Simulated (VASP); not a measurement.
Input of a VASP 6.6.1 run:

INCAR

```
SYSTEM = MgO2
PREC = Accurate
ENCUT = 520
EDIFF = 1E-6
ISMEAR = 0
SIGMA = 0.02
LREAL = .False.
LASPH = .True.
NELM = 60
ALGO = Normal
ISIF = 2
LWAVE = .False.
LCHARG = .False.
GGA = PS
IBRION = 2
NSW = 50
EDIFFG = -0.01
```

The input KPOINTS:

```
regular mesh
0
Gamma
  6 6 6
  0 0 0
```

The input POSCAR:

```
MgO2
1.0
    4.9970933274      0.0000000000      0.0000000000
    0.0000000000      4.9970933274      0.0000000000
    0.0000000000      0.0000000000      4.9970933274
Mg O
4 8
Direct
    0.0000000000      0.5000000000      0.5000000000
    0.5000000000      0.5000000000      0.0000000000
    0.5000000000      0.0000000000      0.5000000000
    0.0000000000      0.0000000000      0.0000000000
    0.4127151140      0.0872848860      0.9127151140
    0.0872848860      0.9127151140      0.4127151140
    0.9127151140      0.4127151140      0.0872848860
    0.5872848860      0.5872848860      0.5872848860
    0.4127151140      0.4127151140      0.4127151140
    0.0872848860      0.5872848860      0.9127151140
    0.9127151140      0.0872848860      0.5872848860
    0.5872848860      0.9127151140      0.0872848860
```

Potentials or basis: VASP PAW PBE potentials, release 64 (Mg, O).

Run with:

```bash
$ cat potpaw_PBE.64/Mg/POTCAR potpaw_PBE.64/O/POTCAR > POTCAR
$ mpirun -np 1 vasp_std > vasp.out
```

Problem. Estimate the band gap on the k mesh.

Solution. 3.58 eV, indirect (least direct gap 3.67 eV).

Problem. Predict the energy gained by relaxing.

Solution. 0.1 meV/atom.

Final structure:
```
Mg O
1.0
     4.99709    0.00000    0.00000
     0.00000    4.99709    0.00000
     0.00000    0.00000    4.99709
Mg O
4 8
Direct
  0.00000 0.50000 0.50000
  0.50000 0.50000 0.00000
  0.50000 0.00000 0.50000
  0.00000 0.00000 0.00000
  0.41295 0.08705 0.91295
  0.08705 0.91295 0.41295
  0.91295 0.41295 0.08705
  0.58705 0.58705 0.58705
  0.41295 0.41295 0.41295
  0.08705 0.58705 0.91295
  0.91295 0.08705 0.58705
  0.58705 0.91295 0.08705
```

 A k mesh can miss the band edges.
